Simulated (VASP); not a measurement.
Here is a VASP 6.6.1 calculation.

Contents of POSCAR:

```
Pd
1.0
    3.1090344116      0.0000000000      0.0000000000
    0.0000000000      3.1090344116      0.0000000000
    0.0000000000      0.0000000000      3.1090344116
Pd
2
Direct
    0.0000000000      0.0000000000      0.0000000000
    0.5000000000      0.5000000000      0.5000000000
```

The input INCAR.step1:

```
SYSTEM = Pd
ALGO     = Normal         ! electronic algorithm
EDIFF    = 1E-4           ! SCF threshold, eV
ENCUT    = 520            ! plane-wave cutoff, eV
GGA      = PE             ! functional
ISMEAR   = -1             ! smearing method
ISPIN    = 2              ! spin polarisation
LASPH    = .TRUE.         ! aspherical terms in the spheres
LCHARG   = .FALSE.        ! write CHGCAR
LMAXMIX  = 4              ! l up to which the mixer works
LREAL    = .FALSE.        ! projectors in reciprocal space
LWAVE    = .TRUE.         ! write WAVECAR
MAGMOM   = 0.5 -0.5       ! initial moments
NBANDS   = 21             ! bands
NELM     = 150            ! most SCF steps
PREC     = Accurate       ! precision mode
SIGMA    = 0.05           ! smearing width, eV
```

The input INCAR.step2:

```
SYSTEM = Pd
ALGO     = Normal         ! electronic algorithm
EDIFF    = 1E-6           ! SCF threshold, eV
ENCUT    = 520            ! plane-wave cutoff, eV
ISIF     = 2              ! what is computed and relaxed
ISMEAR   = -1             ! smearing method
ISPIN    = 2              ! spin polarisation
ISTART   = 1            
LASPH    = .TRUE.         ! aspherical terms in the spheres
LCHARG   = .FALSE.        ! write CHGCAR
LMAXMIX  = 4              ! l up to which the mixer works
LMIXTAU  = .TRUE.       
LORBIT   = 11             ! projections on sites
LREAL    = .FALSE.        ! projectors in reciprocal space
LWAVE    = .FALSE.        ! write WAVECAR
MAGMOM   = 0.5 -0.5       ! initial moments
METAGGA  = R2SCAN         ! meta-GGA
NBANDS   = 21             ! bands
NELM     = 150            ! most SCF steps
PREC     = Accurate       ! precision mode
SIGMA    = 0.05           ! smearing width, eV
```

KPOINTS

```
k-points
0
G
  10 10 10
  0 0 0
```

Potentials or basis: VASP PAW PBE potentials, release 64 (Pd).

Run with:

```console
$ cat potpaw_PBE.64/Pd/POTCAR > POTCAR
$ cp INCAR.step1 INCAR
$ mpirun -np 1 vasp_std > vasp.out
$ cp INCAR.step2 INCAR
$ mpirun -np 1 vasp_std > vasp.out
```

Q: Estimate the band gap on the k mesh.

A: Zero (filled and empty bands overlap).

Q: Estimate the pressure.

A: 0.6 GPa.

Caveat: the PAW data sets were made with another functional, which shifts forces and pressure a little.
